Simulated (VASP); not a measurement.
# GeSb4Te7 (P-3m1) in VASP: notebook

The runs below take GeSb4Te7 through single point, with PBEsol.

All numbers are computed with VASP 6.6.1; they aren't measurements. Logs are shortened: lines on timing, memory, paths and dates and some standing lists are left out, and cuts for length are marked.

## Step 1: The cell of the first run

The structure is trigonal, space group P-3m1 (No. 164). The conventional cell has a = 4.070 Å, b = 4.070 Å, c = 22.467 Å, α = 90.00°, β = 90.00°, γ = 120.00°. Ge (site symmetry -3m) has 6 Te at 2.84 Å within 3.7 Å. Within 3.9 Å of Sb (site symmetry 3m) lie 6 Te at 2.93 to 3.04 Å. Within 3.9 Å of Sb (site symmetry 3m) lie 6 Te at 2.92 to 3.05 Å. Te (site symmetry 3m) has 3 Sb at 2.93 Å and 3 Te at 3.27 Å within 3.9 Å. Te (site symmetry 3m) has 3 Sb at 2.92 Å and 3 Te at 3.27 Å within 3.9 Å. Within 3.7 Å of Te (site symmetry 3m) lie 3 Ge at 2.84 Å and 3 Sb at 3.05 Å. Te (site symmetry -3m) has 6 Sb at 3.04 Å within 4.0 Å.

## Step 2: Single point, PBEsol (volume scaled by 0.88, then relaxed in part)

INCAR reads:

```
  PREC = Accurate
  ENCUT = 520
  EDIFF = 1E-7
  ISMEAR = 0
  SIGMA = 0.1
  LREAL = F
  LASPH = T
  NELM = 100
  ALGO = Normal
  ISIF = 2
  LWAVE = F
  LCHARG = F
  GGA = PS
  NBANDS = 50
```

KPOINTS reads:

```
Automatic mesh
0
Gamma
  12 12 2
```

POSCAR reads:

```
GeSb4Te7
1.0
    4.0704511417      0.0000000000      0.0000000000
   -2.0352255709      3.5251140936      0.0000000000
    0.0000000000      0.0000000000     22.4666254193
Ge Sb Te
1 4 7
Direct
    0.0000000000      0.0000000000      0.5000000000
    0.6666666667      0.3333333333      0.9142777560
    0.3333333333      0.6666666667      0.3424086013
    0.3333333333      0.6666666667      0.0857222440
    0.6666666667      0.3333333333      0.6575913987
    0.3333333333      0.6666666667      0.8365981207
    0.6666666667      0.3333333333      0.1634018793
    0.0000000000      0.0000000000      0.7350748530
    0.6666666667      0.3333333333      0.4286992729
    0.3333333333      0.6666666667      0.5713007271
    0.0000000000      0.0000000000      0.0000000000
    0.0000000000      0.0000000000      0.2649251470
```

Potentials or basis: VASP PAW PBE potentials, release 64 (Ge_d, Sb, Te).

Command:

```
cat potpaw_PBE.64/Ge_d/POTCAR potpaw_PBE.64/Sb/POTCAR potpaw_PBE.64/Te/POTCAR > POTCAR
mpirun -np 1 vasp_std > vasp.out
```

OUTCAR:

```text
PREC = Accurate
   ENCUT = 520
   EDIFF = 1E-7
   ISMEAR = 0
   LREAL = F
   LASPH = T
   NELM = 100
   ISIF = 2
   GGA = PS

 ion  position               nearest neighbor table
   1  0.000  0.000  0.500-   9 2.84  10 2.84   9 2.84  10 2.84   9 2.84  10 2.84
   2  0.667  0.333  0.914-   6 2.93   6 2.93   6 2.93  11 3.04  11 3.04  11 3.04
   3  0.333  0.667  0.342-  12 2.92  12 2.92  12 2.92   9 3.05   9 3.05   9 3.05
   4  0.333  0.667  0.086-   7 2.93   7 2.93   7 2.93  11 3.04  11 3.04  11 3.04
   5  0.667  0.333  0.658-   8 2.92   8 2.92   8 2.92  10 3.05  10 3.05  10 3.05
   6  0.333  0.667  0.837-   2 2.93   2 2.93   2 2.93   8 3.27   8 3.27   8 3.27
   7  0.667  0.333  0.163-   4 2.93   4 2.93   4 2.93  12 3.27  12 3.27  12 3.27
   8  0.000  0.000  0.735-   5 2.92   5 2.92   5 2.92   6 3.27   6 3.27   6 3.27
   9  0.667  0.333  0.429-   1 2.84   1 2.84   1 2.84   3 3.05   3 3.05   3 3.05
  10  0.333  0.667  0.571-   1 2.84   1 2.84   1 2.84   5 3.05   5 3.05   5 3.05
  11  0.000  0.000  0.000-   2 3.04   4 3.04   2 3.04   4 3.04   2 3.04   4 3.04
  12  0.000  0.000  0.265-   3 2.92   3 2.92   3 2.92   7 3.27   7 3.27   7 3.27

  LATTYP: Found a hexagonal cell.
 ALAT       =     4.0704511417
 C/A-ratio  =     5.5194435794

  Lattice vectors:

 A1 = (   4.0704511417,   0.0000000000,   0.0000000000)
 A2 = (  -2.0352255709,   3.5251140936,   0.0000000000)
 A3 = (   0.0000000000,   0.0000000000,  22.4666254193)

Analysis of symmetry for initial positions (statically):
=====================================================================
 Subroutine PRICEL returns:
 Original cell was already a primitive cell.

 Routine SETGRP: Setting up the symmetry group for a
 hexagonal supercell.

 Subroutine GETGRP returns: Found 12 space group operations
 (whereof 12 operations were pure point group operations)
 out of a pool of 24 trial point group operations.

The static configuration has the point symmetry D_3d.

Analysis of symmetry for dynamics (positions and initial velocities):
=====================================================================
 Subroutine PRICEL returns:
 Original cell was already a primitive cell.

 Routine SETGRP: Setting up the symmetry group for a
 hexagonal supercell.

 Subroutine GETGRP returns: Found 12 space group operations
 (whereof 12 operations were pure point group operations)
 out of a pool of 24 trial point group operations.

The dynamic configuration has the point symmetry D_3d.

 Subroutine INISYM returns: Found 12 space group operations
 (whereof 12 operations are pure point group operations),
 and found     1 'primitive' translations

----------------------------------------------------------------------------------------

                                     Primitive cell

  volume of cell :     322.3692

  direct lattice vectors                    reciprocal lattice vectors
     4.070451142  0.000000000  0.000000000     0.245673014  0.141839381  0.000000000
    -2.035225571  3.525114094  0.000000000     0.000000000  0.283678761  0.000000000
     0.000000000  0.000000000 22.466625419     0.000000000  0.000000000  0.044510467

  length of vectors
     4.070451142  4.070451142 22.466625419     0.283678761  0.283678761  0.044510467

  position of ions in fractional coordinates (direct lattice)
     0.000000000  0.000000000  0.500000000
     0.666666667  0.333333333  0.914277756
     0.333333333  0.666666667  0.342408601
     0.333333333  0.666666667  0.085722244
     0.666666667  0.333333333  0.657591399
     0.333333333  0.666666667  0.836598121
     0.666666667  0.333333333  0.163401879
     0.000000000  0.000000000  0.735074853
     0.666666667  0.333333333  0.428699273
     0.333333333  0.666666667  0.571300727
     0.000000000  0.000000000  0.000000000
     0.000000000  0.000000000  0.264925147

  ion indices of the primitive-cell ions
   primitive index   ion index
                 1           1
                 2           2
                 3           3
                 4           4
                 5           5
                 6           6
                 7           7
                 8           8
                 9           9
                10          10
                11          11
                12          12

----------------------------------------------------------------------------------------

 KPOINTS: Automatic mesh

Automatic generation of k-mesh.
 Grid dimensions read from file:
 generate k-points for:   12   12    2

 Generating k-lattice:

  Cartesian coordinates                     Fractional coordinates (reciprocal lattice)
     0.020472751  0.011819948  0.000000000     0.083333333  0.000000000  0.000000000
     0.000000000  0.023639897  0.000000000     0.000000000  0.083333333  0.000000000
     0.000000000  0.000000000  0.022255234     0.000000000  0.000000000  0.500000000

  Length of vectors
     0.023639897  0.023639897  0.022255234

  Shift w.r.t. Gamma in fractional coordinates (k-lattice)
     0.000000000  0.000000000  0.000000000

 Subroutine IBZKPT returns following result:
 ===========================================

 Found     38 irreducible k-points:

 Following reciprocal coordinates:
            Coordinates               Weight
  0.000000  0.000000  0.000000      1.000000
  0.083333  0.000000  0.000000      6.000000
  0.166667 -0.000000  0.000000      6.000000
  0.250000  0.000000  0.000000      6.000000
  0.333333 -0.000000  0.000000      6.000000
  0.416667  0.000000  0.000000      6.000000
[... 16 lines left out ...]
  0.250000  0.000000  0.500000      6.000000
  0.333333 -0.000000  0.500000      6.000000
 [... further k-points ...]
   k-points           NKPTS =     38   k-points in BZ     NKDIM =     38   number of bands    NBANDS=     50
   number of dos      NEDOS =    301   number of ions     NIONS =     12
   total plane-waves  NPLWV = 151200
   dimension x,y,z NGX =    30 NGY =   30 NGZ =  168
   dimension x,y,z NGXF=    60 NGYF=   60 NGZF=  336
   ions per type =               1   4   7
   NGX,Y,Z   is equivalent  to a cutoff of  12.25, 12.25, 12.43 a.u.
   NGXF,Y,Z  is equivalent  to a cutoff of  24.51, 24.51, 24.86 a.u.
 SYSTEM =  unknown system
   PREC   = accura    normal or accurate (medium, high low for compatibility)
   ISTART =      0    job   : 0-new  1-cont  2-samecut
   ICHARG =      2    charge: 1-file 2-atom 10-const
   ISPIN  =      1    spin polarized calculation?
   LNONCOLLINEAR =      F non collinear calculations
   LSORBIT =      F    spin-orbit coupling
   LASPH  =      T    aspherical Exc in radial PAW
   ENCUT  =  520.0 eV  38.22 Ry    6.18 a.u.   7.57  7.57 41.77*2*pi/ulx,y,z
   NELM   =    100;   NELMIN=  2; NELMDL= -5     # of ELM steps
   EDIFF  = 0.1E-06   stopping-criterion for ELM
   LREAL  =      F    real-space projection
   EDIFFG = 0.1E-05   stopping-criterion for IOM
   NSW    =      0    number of steps for IOM
   IBRION =     -1    ionic relax: 0-MD 1-quasi-New 2-CG
   NFREE  =      0    steps in history (QN), initial steepest desc. (CG)
   ISIF   =      2    stress and relaxation
   ISYM   =      2    0-nonsym 1-usesym 2-fastsym
   POTIM  = 0.5000    time-step for ionic-motion
   TEBEG  =    0.0;   TEEND  =   0.0 temperature during run
   PSTRESS=    0.0 pullay stress
   NELECT =      76.0000    total number of electrons
   NUPDOWN=      -1.0000    fix difference up-down
   EMIN   =  10.00;   EMAX   =-10.00  energy-range for DOS
   EFERMI =   0.00;   METHOD = LEGACY
   ISMEAR =     0;   SIGMA  =   0.10  broadening in eV -4-tet -1-fermi 0-gaus
   EFERMI_NEDOS =   21; number of points for ismear=-14 and -15
   IALGO  =     38    algorithm
   IMIX   =      4    mixing-type and parameters
     AMIX     =   0.40;   BMIX     =  1.00
     AMIX_MAG =   1.60;   BMIX_MAG =  1.00
  volume/ion in A,a.u.               =      26.86       181.29
  Fermi-wavevector in a.u.,A,eV,Ry     =   1.011335  1.911145 13.916005  1.022798
  Thomas-Fermi vector in A             =   2.144378
   LORBIT       =      0    0 simple, 1 ext, 2 COOP (PROOUT), +10 PAW based schemes
   GGA     = PS    functional components
   LHFCALC =     F    Hartree Fock is set to
   AEXX    =    0.0000 exact exchange contribution
   IVDW    =     0    specifies the selected vdW correction
   LEPSILON=     F    determine dielectric tensor
   LRPA    =     F    only Hartree local field effects (RPA)
 non-spin polarized calculation
 Gauss-broadening in eV      SIGMA  =   0.10
  energy-cutoff  :      520.00
  volume of cell :      322.37
 maximum number of plane-waves:      8734
   NGX = 15   NGY = 15   NGZ = 83

 number of electron      75.9999980 magnetization

 Free energy of the ion-electron system (eV)
  ---------------------------------------------------
  ext. energy  EPLUGINS =         0.00000000
  ---------------------------------------------------
  free energy    TOTEN  =       -48.34838854 eV

  energy without entropy =      -48.34198661  energy(sigma->0) =      -48.34518757

 E-fermi :   8.5227     XC(G=0): -10.2020

 val. band max:        8.5166109408   @ k =   0.0833   0.0000   0.5000
 cond. band min:       8.5483454844   @ k =   0.4167   0.1667   0.5000
 fundamental gap:      0.0317345436
 Fermi energy:         8.5226959108

 k-point     1 :       0.0000    0.0000    0.0000
  band No.  band energies     occupation
      1     -16.4705      2.00000
      2     -16.4705      2.00000
      3     -16.4590      2.00000
      4     -16.4562      2.00000
      5     -16.4562      2.00000
      6      -5.9956      2.00000
[... 42 lines left out ...]
     49      10.0883      0.00000
     50      10.4796      0.00000

 k-point     2 :       0.0833    0.0000    0.0000
  band No.  band energies     occupation
      1     -16.4709      2.00000
      2     -16.4704      2.00000
      3     -16.4588      2.00000
      4     -16.4562      2.00000
      5     -16.4560      2.00000
      6      -5.9214      2.00000
[... 1158 lines left out ...]
 k-point    24 :       0.3333   -0.0000    0.5000
  band No.  band energies     occupation
      1     -16.4748      2.00000
      2     -16.4694      2.00000
      3     -16.4580      2.00000
      4     -16.4556      2.00000
      5     -16.4539      2.00000
      6      -4.8074      2.00000
[... 42 lines left out ...]
     49      11.1281      0.00000
     50      11.4398      0.00000

 [... further k-points ...]
[... 5 lines left out ...]
  --------------------------------------------------------------------------------------
  -------------------------------------------------------------------------------------
  Total       15.7243103     15.7243103     15.8750364     -0.0000000     -0.0000000     -0.0000000
  in kB       78.1499346     78.1499346     78.8990444     -0.0000000     -0.0000000     -0.0000000
  external PRESSURE =      78.3996379 kB  Pullay stress =       0.0000000 kB

 VOLUME and BASIS-vectors are now :
 -----------------------------------------------------------------------------
  energy-cutoff  :      520.00
  volume of cell :      322.37
      direct lattice vectors                 reciprocal lattice vectors
     4.070451142  0.000000000  0.000000000     0.245673014  0.141839381  0.000000000
    -2.035225571  3.525114094  0.000000000     0.000000000  0.283678761  0.000000000
     0.000000000  0.000000000 22.466625419     0.000000000  0.000000000  0.044510467

 POSITION                                       TOTAL-FORCE (eV/Angst)
 -----------------------------------------------------------------------------------
      0.00000      0.00000     11.23331         0.000000      0.000000     -0.000000
      2.03523      1.17504     20.54074        -0.000000     -0.000000      0.035107
     -0.00000      2.35008      7.69277        -0.000000      0.000000      0.037012
     -0.00000      2.35008      1.92589         0.000000      0.000000     -0.035107
      2.03523      1.17504     14.77386         0.000000      0.000000     -0.037012
     -0.00000      2.35008     18.79554         0.000000     -0.000000     -0.049476
      2.03523      1.17504      3.67109         0.000000      0.000000      0.049476
      0.00000      0.00000     16.51465         0.000000     -0.000000      0.049528
      2.03523      1.17504      9.63143         0.000000      0.000000     -0.000618
     -0.00000      2.35008     12.83520        -0.000000     -0.000000      0.000618
      0.00000      0.00000      0.00000         0.000000      0.000000     -0.000000
      0.00000      0.00000      5.95197        -0.000000      0.000000     -0.049528
 -----------------------------------------------------------------------------------
    total drift:                                0.000000      0.000000      0.000000

  FREE ENERGIE OF THE ION-ELECTRON SYSTEM (eV)
  ---------------------------------------------------
  free  energy   TOTEN  =       -48.3483885359 eV

  energy  without entropy=      -48.3419866081  energy(sigma->0) =      -48.34518757
```

Wall time 18 min (1 thread of Oxide Virtual Turin-like, shared host); peak memory 0.71 GiB.

Results:

- Free energy: -48.3484 eV
- Pressure: 7.8 GPa
- Largest force: 0.050 eV/Å
- Band gap on the k mesh: zero (band 38 reaches 8.59 eV, above the bottom of band 39 at 8.39 eV)

Forces on the atoms (eV/Å):
```
Ge   0.000  0.000  0.000
Sb   0.000  0.000  0.035
Sb   0.000  0.000  0.037
Sb   0.000  0.000 -0.035
Sb   0.000  0.000 -0.037
Te   0.000  0.000 -0.049
Te   0.000  0.000  0.049
Te   0.000  0.000  0.050
Te   0.000  0.000 -0.001
Te   0.000  0.000  0.001
Te   0.000  0.000  0.000
Te   0.000  0.000 -0.050
```

Caveat: the PAW data sets were made with another functional, which shifts forces and pressure a little; spin-orbit coupling is left out, which moves the levels of the heavy elements.

## Step 3: Single point, PBEsol (volume scaled by 0.91, then relaxed in part)

INCAR reads:

```
PREC = Accurate
ENCUT = 520
EDIFF = 1E-6
ISMEAR = 0
SIGMA = 0.1
LREAL = False
LASPH = True
NELM = 60
ALGO = Normal
ISIF = 2
LWAVE = False
LCHARG = True
GGA = PS
LELF = True
LVHAR = True
NBANDS = 50
```

KPOINTS is that of step 2.

POSCAR reads:

```
GeSb4Te7
1.0
    4.1304474556      0.0000000000      0.0000000000
   -2.0652237278      3.5770724255      0.0000000000
    0.0000000000      0.0000000000     22.5625121705
Ge Sb Te
1 4 7
Direct
    0.0000000000      0.0000000000      0.5000000000
    0.6666666667      0.3333333333      0.9144717355
    0.3333333333      0.6666666667      0.3425824383
    0.3333333333      0.6666666667      0.0855282645
    0.6666666667      0.3333333333      0.6574175617
    0.3333333333      0.6666666667      0.8377383371
    0.6666666667      0.3333333333      0.1622616629
    0.0000000000      0.0000000000      0.7339620535
    0.6666666667      0.3333333333      0.4287149736
    0.3333333333      0.6666666667      0.5712850264
    0.0000000000      0.0000000000      0.0000000000
    0.0000000000      0.0000000000      0.2660379465
```

Potentials or basis: VASP PAW PBE potentials, release 64 (Ge_d, Sb, Te).

Command:

```
cat potpaw_PBE.64/Ge_d/POTCAR potpaw_PBE.64/Sb/POTCAR potpaw_PBE.64/Te/POTCAR > POTCAR
mpirun -np 1 vasp_std > vasp.out
```

It took 18 min on 1 thread of Oxide Virtual Turin-like, shared host; peak memory 0.72 GiB.

Results (log left out):

```
Free energy            : -48.7946 eV
Pressure               : 5.3 GPa
Largest force          : 0.047 eV/Å
Band gap on the k mesh : zero (band 38 reaches 8.02 eV, above the bottom of band 39 at 8.01 eV)
```

Forces in eV/Å, atoms in the order of the input:
```
Ge   0.000  0.000  0.000
Sb   0.000  0.000  0.033
Sb   0.000  0.000  0.033
Sb   0.000  0.000 -0.033
Sb   0.000  0.000 -0.033
Te   0.000  0.000 -0.046
Te   0.000  0.000  0.046
Te   0.000  0.000  0.047
Te   0.000  0.000 -0.009
Te   0.000  0.000  0.009
Te   0.000  0.000  0.000
Te   0.000  0.000 -0.047
```

Levels at points of the mesh, in eV from the Fermi level:
| k point | band 34 | band 35 | band 36 | band 37 | band 38 | band 39 | band 40 | band 41 | band 42 | band 43 |
| --- | --- | --- | --- | --- | --- | --- | --- | --- | --- | --- |
| (0.00, 0.00, 0.00) | -1.48 | -1.19 | -1.18 | -0.28 | -0.05 | 0.15 | 0.15 | 0.19 | 0.19 | 0.64 |
| (0.50, 0.00, 0.00) | -2.15 | -1.84 | -1.83 | -1.09 | -1.08 | 0.68 | 0.73 | 0.78 | 0.82 | 1.02 |
| (0.00, 0.00, 0.50) | -1.40 | -1.40 | -0.95 | -0.39 | -0.04 | -0.04 | 0.17 | 0.29 | 0.57 | 0.57 |
| (0.50, 0.00, 0.50) | -2.30 | -1.97 | -1.47 | -1.08 | -0.44 | 0.03 | 0.17 | 0.23 | 1.18 | 1.49 |

Caveat: the PAW data sets were made with another functional, which shifts forces and pressure a little; spin-orbit coupling is left out, which moves the levels of the heavy elements.
